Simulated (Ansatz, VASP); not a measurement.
## One calculation of BN, two programs

The input INCAR:

```
SYSTEM = BN
PREC = Accurate
ENCUT = 520
EDIFF = 1E-8
ISMEAR = -1
SIGMA = 0.03
LREAL = .FALSE.
LASPH = .TRUE.
NELM = 120
ALGO = Normal
ISIF = 2
LWAVE = .FALSE.
LCHARG = .FALSE.
GGA = PE
LEFG = .TRUE.
NBANDS = 11
GGA_COMPAT = .FALSE.
```

The input KPOINTS:

```
regular mesh
0
G
  16 16 16
  0 0 0
```

The input POSCAR:

```
BN
1.0
    0.0000000000      1.8123531719      1.8123531719
    1.8123531719      0.0000000000      1.8123531719
    1.8123531719      1.8123531719      0.0000000000
B N
1 1
Direct
    0.0318563737      0.0318563737      0.0318563737
    0.2500000000      0.2500000000      0.2500000000
```

Input for Ansatz:

```yaml
crystal:
  lattice:
    - [0.0, 1.8123531719, 1.8123531719]
    - [1.8123531719, 0.0, 1.8123531719]
    - [1.8123531719, 1.8123531719, 0.0]
  atoms:
    - { symbol: B, position: [0.0318563737, 0.0318563737, 0.0318563737] }
    - { symbol: "N", position: [0.25, 0.25, 0.25] }
kpoints:
  mp_grid: { grid: [16, 16, 16] }
scf:
  occupations: { method: fermi_dirac, width: 0.03 }
hamiltonian:
  xc: pbe
  pseudopotentials: { kind: paw }
output:
  forces: true
  stress: true
  eigenvalues: true
  efg: { contact_densities: true }
  write_density: true
  write_potential: true
  elf: true
  volumetric_format: npy
```

Alike in both runs: task electric field gradients; functional PBE; k mesh 16 × 16 × 16; occupations fermi-dirac, width 0.03 eV; no spin polarisation.

```csv
,VASP,Ansatz
version,VASP 6.6.1,Ansatz 0.2.0
potentials or method,"VASP PAW PBE potentials, release 64 (B, N)","PAW with Ansatz's default frozen-core files, scalar-relativistic"
plane-wave cutoff (eV),520,420
valence electrons in the cell,8,8
```

```tsv
	VASP	Ansatz	Ansatz less VASP
gap on the k mesh at the Fermi level (eV)	3.16	3.17	+0.012
pressure (GPa)	15.8	15.8	-0.01
traceless stress, the component that is largest in VASP (GPa)	12.58	12.44	-0.131
rms of the force components (eV/Å)	4.067	4.060	-0.0066
size of Vzz on the site where it differs most (V/Å²)	19.2	15.0	-4.18
```

Atom by atom the forces differ by 0.007 eV/Å (rms over components).
